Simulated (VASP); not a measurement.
A run of VASP 6.6.1 is set up as follows.

File INCAR:

```
SYSTEM = Ti
  ALGO = All
  EDIFF = 1E-6
  ENCUT = 550
  GGA = PS
  GGA_COMPAT = .False.
  ISEARCH = 1
  ISIF = 2
  ISMEAR = 0
  KPAR = 4
  LASPH = .True.
  LCHARG = .False.
  LREAL = .False.
  LWAVE = .False.
  NBANDS = 25
  NELM = 300
  PREC = Accurate
  SIGMA = 0.15
```

The input KPOINTS:

```
k-points
0
Gamma
  12 12 14
  0 0 0
```

File POSCAR:

```
Ti
1.0
    4.5420000000      0.0000000000      0.0000000000
   -2.2710000000      3.9334873840      0.0000000000
    0.0000000000      0.0000000000      2.7312000000
Ti
3
Direct
    0.0000000000      0.0000000000      0.0000000000
    0.3333333333      0.6666666667      0.5000000000
    0.6666666667      0.3333333333      0.5000000000
```

Potentials or basis: VASP PAW PBE potentials, release 64 (Ti_sv).

Command:

```bash
$ cat potpaw_PBE.64/Ti_sv/POTCAR > POTCAR
$ mpirun -np 4 vasp_std > vasp.out
```

What does it give for the band gap on the k mesh?

Zero (bands 18 and 19 overlap by 0.29 eV).

Estimate the pressure.

1.5 GPa.

Stress tensor (GPa, compression positive):
```
-0.63  0.00  0.00
 0.00 -0.63  0.00
 0.00  0.00  5.73
```

Caveat: the stress differs along the axes, from -1 to 6 GPa; the PAW data sets were made with another functional, which shifts forces and pressure a little.
